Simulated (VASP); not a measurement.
Here is a VASP 6.6.1 calculation.

Contents of INCAR:

```
PREC = Accurate ; ENCUT = 520
EDIFF = 1E-6 ; ISMEAR = 0
SIGMA = 0.1 ; LREAL = F
LASPH = T ; NELM = 80
ALGO = Normal ; ISIF = 2
LWAVE = F ; LCHARG = F
LDIPOL = T ; IDIPOL = 3
DIPOL = 0.5 0.5 0.325 ; GGA = PE
NBANDS = 32
```

The input KPOINTS:

```
Automatic mesh
0
Gamma
  5 5 1
```

File POSCAR:

```
Al12C
1.0
    5.7143028096      0.0000000000      0.0000000000
    0.0000000000      5.7143028096      0.0000000000
    0.0000000000      0.0000000000     19.6750228481
Al C
12 1
Direct
    0.2500000000      0.2500000000      0.2033034488
    0.2500000000      0.7500000000      0.2033034488
    0.7500000000      0.2500000000      0.2033034488
    0.7500000000      0.7500000000      0.2033034488
    0.0000000000      0.0000000000      0.3092772432
    0.0000000000      0.5000000000      0.3092772432
    0.5000000000      0.0000000000      0.3092772432
    0.5000000000      0.5000000000      0.3092772432
    0.2500000000      0.2500000000      0.4155025847
    0.2500000000      0.7500000000      0.4155025847
    0.7500000000      0.2500000000      0.4155025847
    0.7500000000      0.7500000000      0.4155025847
    0.2500000000      0.3333333333      0.5090226992
```

Potentials or basis: VASP PAW PBE potentials, release 64 (Al, C).

Run with:

```bash
$ cat potpaw_PBE.64/Al/POTCAR potpaw_PBE.64/C/POTCAR > POTCAR
$ mpirun -np 1 vasp_std > vasp.out
```

(1) Predict the band gap on the k mesh.

(2) Estimate the largest force.

Results:

(1) zero (band 20 reaches -0.50 eV, above the bottom of band 21 at -1.28 eV).

(2) 1.059 eV/Å.
